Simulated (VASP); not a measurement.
# CdPdO3 (Pm-3m) in VASP: single point with LDA

Aim: the single point of CdPdO3 with LDA.

Program: VASP 6.6.1. These are calculated values, not measurements. Logs are shortened: lines on timing, memory, paths and dates and some standing lists are left out, and cuts for length are marked.

## 1. The cell of the first run

It takes space group Pm-3m (No. 221, cubic). Conventional cell: a = 3.703 Å, b = 3.703 Å, c = 3.703 Å, α = 90.00°, β = 90.00°, γ = 90.00°. Within 3.5 Å of Cd (site symmetry m-3m) lie 12 O at 2.62 Å and 8 Pd at 3.21 Å. Pd (site symmetry m-3m) has 6 O at 1.85 Å within 2.5 Å. O (site symmetry 4/mmm) has 2 Pd at 1.85 Å within 2.5 Å.

## 2. Single point, LDA

INCAR reads:

```
SYSTEM = CdPdO3
ALGO = Normal
EDIFF = 1E-6
ENCUT = 520
GGA = CA
ISIF = 2
ISMEAR = 0
LASPH = .True.
LCHARG = .False.
LREAL = .False.
LWAVE = .False.
NBANDS = 28
NELM = 100
PREC = Accurate
SIGMA = 0.1
```

KPOINTS reads:

```
k-points
0
Gamma
  6 6 6
  0 0 0
```

POSCAR reads:

```
CdPdO3
1.0
    3.7034743087      0.0000000000      0.0000000000
    0.0000000000      3.7034743087      0.0000000000
    0.0000000000      0.0000000000      3.7034743087
Cd Pd O
1 1 3
Direct
    0.0000000000      0.0000000000      0.0000000000
    0.5000000000      0.5000000000      0.5000000000
    0.0000000000      0.5000000000      0.5000000000
    0.5000000000      0.0000000000      0.5000000000
    0.5000000000      0.5000000000      0.0000000000
```

Potentials or basis: VASP PAW LDA potentials, release 64 (Cd, Pd, O).

The run is started by

```console
cat potpaw_LDA.64/Cd/POTCAR potpaw_LDA.64/Pd/POTCAR potpaw_LDA.64/O/POTCAR > POTCAR
mpirun -np 1 vasp_std > vasp.out
```

OUTCAR:

```text
SYSTEM = CdPdO3
   EDIFF = 1E-6
   ENCUT = 520
   GGA = CA
   ISIF = 2
   ISMEAR = 0
   LASPH = .True.
   LREAL = .False.
   NELM = 100
   PREC = Accurate

 ion  position               nearest neighbor table
   1  0.000  0.000  0.000-   3 2.62   4 2.62   5 2.62   3 2.62   4 2.62   3 2.62   5 2.62   3 2.62
                             4 2.62   5 2.62   4 2.62   5 2.62   2 3.21   2 3.21   2 3.21   2 3.21
   2  0.500  0.500  0.500-   3 1.85   4 1.85   5 1.85   5 1.85   4 1.85   3 1.85   1 3.21   1 3.21
                             1 3.21   1 3.21   1 3.21   1 3.21   1 3.21   1 3.21
   3  0.000  0.500  0.500-   2 1.85   2 1.85   1 2.62   1 2.62   1 2.62   1 2.62
   4  0.500  0.000  0.500-   2 1.85   2 1.85   1 2.62   1 2.62   1 2.62   1 2.62
   5  0.500  0.500  0.000-   2 1.85   2 1.85   1 2.62   1 2.62   1 2.62   1 2.62

  LATTYP: Found a simple cubic cell.
 ALAT       =     3.7034743087

  Lattice vectors:

 A1 = (   3.7034743087,   0.0000000000,   0.0000000000)
 A2 = (   0.0000000000,   3.7034743087,   0.0000000000)
 A3 = (   0.0000000000,   0.0000000000,   3.7034743087)

Analysis of symmetry for initial positions (statically):
=====================================================================
 Subroutine PRICEL returns:
 Original cell was already a primitive cell.

 Routine SETGRP: Setting up the symmetry group for a
 simple cubic supercell.

 Subroutine GETGRP returns: Found 48 space group operations
 (whereof 48 operations were pure point group operations)
 out of a pool of 48 trial point group operations.

The static configuration has the point symmetry O_h .

Analysis of symmetry for dynamics (positions and initial velocities):
=====================================================================
 Subroutine PRICEL returns:
 Original cell was already a primitive cell.

 Routine SETGRP: Setting up the symmetry group for a
 simple cubic supercell.

 Subroutine GETGRP returns: Found 48 space group operations
 (whereof 48 operations were pure point group operations)
 out of a pool of 48 trial point group operations.

The dynamic configuration has the point symmetry O_h .

 Subroutine INISYM returns: Found 48 space group operations
 (whereof 48 operations are pure point group operations),
 and found     1 'primitive' translations

----------------------------------------------------------------------------------------

                                     Primitive cell

  volume of cell :      50.7958

  direct lattice vectors                    reciprocal lattice vectors
     3.703474309  0.000000000  0.000000000     0.270016724  0.000000000  0.000000000
     0.000000000  3.703474309  0.000000000     0.000000000  0.270016724  0.000000000
     0.000000000  0.000000000  3.703474309     0.000000000  0.000000000  0.270016724

  length of vectors
     3.703474309  3.703474309  3.703474309     0.270016724  0.270016724  0.270016724

  position of ions in fractional coordinates (direct lattice)
     0.000000000  0.000000000  0.000000000
     0.500000000  0.500000000  0.500000000
     0.000000000  0.500000000  0.500000000
     0.500000000  0.000000000  0.500000000
     0.500000000  0.500000000  0.000000000

  ion indices of the primitive-cell ions
   primitive index   ion index
                 1           1
                 2           2
                 3           3
                 4           4
                 5           5

----------------------------------------------------------------------------------------

 KPOINTS: k-points

Automatic generation of k-mesh.
 Grid dimensions read from file:
 generate k-points for:    6    6    6

 Generating k-lattice:

  Cartesian coordinates                     Fractional coordinates (reciprocal lattice)
     0.045002787  0.000000000  0.000000000     0.166666667  0.000000000  0.000000000
     0.000000000  0.045002787  0.000000000     0.000000000  0.166666667  0.000000000
     0.000000000  0.000000000  0.045002787     0.000000000  0.000000000  0.166666667

  Length of vectors
     0.045002787  0.045002787  0.045002787

  Shift w.r.t. Gamma in fractional coordinates (k-lattice)
     0.000000000  0.000000000  0.000000000

 Subroutine IBZKPT returns following result:
 ===========================================

 Found     20 irreducible k-points:

 Following reciprocal coordinates:
            Coordinates               Weight
  0.000000  0.000000  0.000000      1.000000
  0.166667  0.000000  0.000000      6.000000
  0.333333  0.000000  0.000000      6.000000
  0.500000  0.000000  0.000000      3.000000
  0.166667  0.166667  0.000000     12.000000
  0.333333  0.166667  0.000000     24.000000
[... 12 lines left out ...]
  0.500000  0.500000  0.333333      6.000000
  0.500000  0.500000  0.500000      1.000000
   k-points           NKPTS =     20   k-points in BZ     NKDIM =     20   number of bands    NBANDS=     28
   number of dos      NEDOS =    301   number of ions     NIONS =      5
   total plane-waves  NPLWV =  21952
   dimension x,y,z NGX =    28 NGY =   28 NGZ =   28
   dimension x,y,z NGXF=    56 NGYF=   56 NGZF=   56
   ions per type =               1   1   3
   NGX,Y,Z   is equivalent  to a cutoff of  12.57, 12.57, 12.57 a.u.
   NGXF,Y,Z  is equivalent  to a cutoff of  25.14, 25.14, 25.14 a.u.
 SYSTEM =  CdPdO3
   PREC   = accura    normal or accurate (medium, high low for compatibility)
   ISTART =      0    job   : 0-new  1-cont  2-samecut
   ICHARG =      2    charge: 1-file 2-atom 10-const
   ISPIN  =      1    spin polarized calculation?
   LNONCOLLINEAR =      F non collinear calculations
   LSORBIT =      F    spin-orbit coupling
   LASPH  =      T    aspherical Exc in radial PAW
   ENCUT  =  520.0 eV  38.22 Ry    6.18 a.u.   6.89  6.89  6.89*2*pi/ulx,y,z
   NELM   =    100;   NELMIN=  2; NELMDL= -5     # of ELM steps
   EDIFF  = 0.1E-05   stopping-criterion for ELM
   LREAL  =      F    real-space projection
   EDIFFG = 0.1E-04   stopping-criterion for IOM
   NSW    =      0    number of steps for IOM
   IBRION =     -1    ionic relax: 0-MD 1-quasi-New 2-CG
   NFREE  =      0    steps in history (QN), initial steepest desc. (CG)
   ISIF   =      2    stress and relaxation
   ISYM   =      2    0-nonsym 1-usesym 2-fastsym
   POTIM  = 0.5000    time-step for ionic-motion
   TEBEG  =    0.0;   TEEND  =   0.0 temperature during run
   PSTRESS=    0.0 pullay stress
   NELECT =      40.0000    total number of electrons
   NUPDOWN=      -1.0000    fix difference up-down
   EMIN   =  10.00;   EMAX   =-10.00  energy-range for DOS
   EFERMI =   0.00;   METHOD = LEGACY
   ISMEAR =     0;   SIGMA  =   0.10  broadening in eV -4-tet -1-fermi 0-gaus
   EFERMI_NEDOS =   21; number of points for ismear=-14 and -15
   IALGO  =     38    algorithm
   IMIX   =      4    mixing-type and parameters
     AMIX     =   0.40;   BMIX     =  1.00
     AMIX_MAG =   1.60;   BMIX_MAG =  1.00
  volume/ion in A,a.u.               =      10.16        68.56
  Fermi-wavevector in a.u.,A,eV,Ry     =   1.511769  2.856830 31.095382  2.285446
  Thomas-Fermi vector in A             =   2.621782
   LORBIT       =      0    0 simple, 1 ext, 2 COOP (PROOUT), +10 PAW based schemes
   GGA     = CA    functional components
   LHFCALC =     F    Hartree Fock is set to
   AEXX    =    0.0000 exact exchange contribution
   IVDW    =     0    specifies the selected vdW correction
   LEPSILON=     F    determine dielectric tensor
   LRPA    =     F    only Hartree local field effects (RPA)
 non-spin polarized calculation
 Gauss-broadening in eV      SIGMA  =   0.10
  energy-cutoff  :      520.00
  volume of cell :       50.80
 maximum number of plane-waves:      1406
 NGX is ok and might be reduce to    28
   NGX = 13   NGY = 13   NGZ = 13

 number of electron      39.9999992 magnetization

 Free energy of the ion-electron system (eV)
  ---------------------------------------------------
  ext. energy  EPLUGINS =         0.00000000
  ---------------------------------------------------
  free energy    TOTEN  =       -25.89463549 eV

  energy without entropy =      -25.87220979  energy(sigma->0) =      -25.88342264

 E-fermi :   5.6644     XC(G=0): -13.0829

 val. band max:        5.6568773301   @ k =   0.0000   0.0000   0.0000
 cond. band min:       5.6751467815   @ k =   0.5000   0.5000   0.1667
 fundamental gap:      0.0182694514
 Fermi energy:         5.6643641523

 k-point     1 :       0.0000    0.0000    0.0000
  band No.  band energies     occupation
      1     -13.9796      2.00000
      2     -12.5639      2.00000
      3     -12.5639      2.00000
      4      -1.6974      2.00000
      5      -1.6974      2.00000
      6      -1.6261      2.00000
[... 20 lines left out ...]
     27      17.5065      0.00000
     28      17.5065      0.00000

 k-point     2 :       0.1667    0.0000    0.0000
  band No.  band energies     occupation
      1     -13.8332      2.00000
      2     -12.5470      2.00000
      3     -12.4764      2.00000
      4      -1.8027      2.00000
      5      -1.7628      2.00000
      6      -1.7628      2.00000
[... 20 lines left out ...]
     27      17.9412      0.00000
     28      18.7926      0.00000

 k-point     3 :       0.3333    0.0000    0.0000
  band No.  band energies     occupation
      1     -13.5462      2.00000
      2     -12.5127      2.00000
      3     -12.2449      2.00000
      4      -2.5140      2.00000
      5      -2.0057      2.00000
      6      -1.9937      2.00000
[... 20 lines left out ...]
     27      18.9753      0.00000
     28      19.8052      0.00000

 k-point     4 :       0.5000    0.0000    0.0000
  band No.  band energies     occupation
      1     -13.4117      2.00000
      2     -12.4957      2.00000
      3     -12.0875      2.00000
      4      -3.2661      2.00000
      5      -2.1039      2.00000
      6      -2.0943      2.00000
[... 454 lines left out ...]
     27      19.1143      0.00000
     28      19.6158      0.00000

 k-point    19 :       0.5000    0.5000    0.3333
  band No.  band energies     occupation
      1     -12.2136      2.00000
      2     -11.9163      2.00000
      3     -11.9163      2.00000
      4      -3.5082      2.00000
      5      -3.1738      2.00000
      6      -2.5418      2.00000
[... 20 lines left out ...]
     27      18.4842      0.00000
     28      19.2088      0.00000

 k-point    20 :       0.5000    0.5000    0.5000
  band No.  band energies     occupation
      1     -11.9090      2.00000
      2     -11.9090      2.00000
      3     -11.9090      2.00000
      4      -3.5046      2.00000
      5      -3.5046      2.00000
      6      -2.2477      2.00000
[... 20 lines left out ...]
     27      18.1538      0.00000
     28      18.1538      0.00000

------------------------ aborting loop because EDIFF is reached ----------------------------------------

  FORCE on cell =-STRESS in cart. coord.  units (eV):
  Direction    XX          YY          ZZ          XY          YZ          ZX
  --------------------------------------------------------------------------------------
  -------------------------------------------------------------------------------------
  Total        9.2410423      9.2410423      9.2410423     -0.0000000      0.0000000     -0.0000000
  in kB      291.4764912    291.4764912    291.4764912     -0.0000000      0.0000000     -0.0000000
  external PRESSURE =     291.4764912 kB  Pullay stress =       0.0000000 kB

 VOLUME and BASIS-vectors are now :
 -----------------------------------------------------------------------------
  energy-cutoff  :      520.00
  volume of cell :       50.80
      direct lattice vectors                 reciprocal lattice vectors
     3.703474309  0.000000000  0.000000000     0.270016724  0.000000000  0.000000000
     0.000000000  3.703474309  0.000000000     0.000000000  0.270016724  0.000000000
     0.000000000  0.000000000  3.703474309     0.000000000  0.000000000  0.270016724

 POSITION                                       TOTAL-FORCE (eV/Angst)
 -----------------------------------------------------------------------------------
      0.00000      0.00000      0.00000         0.000000      0.000000      0.000000
      1.85174      1.85174      1.85174         0.000000      0.000000      0.000000
      0.00000      1.85174      1.85174         0.000000      0.000000      0.000000
      1.85174      0.00000      1.85174         0.000000      0.000000      0.000000
      1.85174      1.85174      0.00000         0.000000      0.000000      0.000000
 -----------------------------------------------------------------------------------
    total drift:                                0.000000      0.000000      0.000000

  FREE ENERGIE OF THE ION-ELECTRON SYSTEM (eV)
  ---------------------------------------------------
  free  energy   TOTEN  =       -25.8946354858 eV

  energy  without entropy=      -25.8722097854  energy(sigma->0) =      -25.88342264
```

Wall time 13 s (1 thread of Intel Xeon 6975P-C (Granite Rapids), shared host); peak memory 0.15 GiB.

What came out:

- Free energy: -25.8946 eV
- Pressure: 29.1 GPa
- Band gap on the k mesh: zero (band 20 reaches 5.86 eV, above the bottom of band 21 at 4.50 eV)

Levels at points of the mesh, in eV from the Fermi level:
| k point | band 17 | band 18 | band 19 | band 20 | band 21 | band 22 | band 23 | band 24 |
| --- | --- | --- | --- | --- | --- | --- | --- | --- |
| (0.00, 0.00, 0.00) | -2.28 | -2.08 | -2.08 | -2.08 | -1.16 | -1.16 | -0.01 | 11.81 |
| (0.50, 0.00, 0.00) | -1.74 | -1.74 | -1.17 | -0.06 | -0.06 | 3.04 | 4.00 | 5.63 |
| (0.50, 0.50, 0.00) | -0.73 | -0.62 | 0.19 | 0.19 | 0.90 | 4.30 | 5.96 | 7.90 |
| (0.50, 0.50, 0.50) | -0.85 | -0.23 | -0.23 | -0.23 | 1.06 | 5.96 | 5.96 | 9.96 |
